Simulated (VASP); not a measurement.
Crystal: TiSiTe4.

```
CELL_PARAMETERS angstrom
0.00000 4.22930 4.22930
4.22930 0.00000 4.22930
4.22930 4.22930 0.00000
ATOMIC_POSITIONS crystal
Ti 0.75000 0.75000 0.75000
Si 0.00000 0.00000 0.00000
Te 0.37592 0.37592 0.87224
Te 0.87224 0.37592 0.37592
Te 0.37592 0.37592 0.37592
Te 0.37592 0.87224 0.37592
```

The cell was built from a structure type or drawn by symmetry, and may not be a known phase.

```yaml
Program: VASP 6.6.1
Task: relaxation of cell and atoms
Functional: PBE
Potentials_or_basis: VASP PAW PBE potentials, release 64 (Ti_sv, Si, Te)
Cutoff: 600 eV
k_mesh: 4 × 4 × 4
Occupations: gaussian, width 0.1 eV
Spin: no spin polarisation
```

At the start: pressure 6.7 GPa; volume 25.22 Å³/atom.

Question: Where does the relaxation end?

Answer: Over 3 steps the energy falls by 56.1 meV/atom and the volume is 28.14 Å³/atom (+11.6 %); space group F-43m (No. 216, to 0.1 Å) before and after.

Step by step:
| step | energy change (eV) | largest force (eV/Å) | pressure (GPa) | volume (Å³) |
| --- | --- | --- | --- | --- |
| 1 | 0.0000 | 0.1923 | 6.71 | 151.30 |
| 2 | -0.2995 | 0.0810 | -1.69 | 175.62 |
| 3 | -0.3366 | 0.0376 | 0.03 | 168.84 |

Final structure:
```
Ti Si Te
1.0
     0.00000    4.38679    4.38679
     4.38679    0.00000    4.38679
     4.38679    4.38679    0.00000
Ti Si Te
1 1 4
Direct
  0.75000 0.75000 0.75000
  0.00000 0.00000 0.00000
  0.37545 0.37545 0.87365
  0.87365 0.37545 0.37545
  0.37545 0.37545 0.37545
  0.37545 0.87365 0.37545
```
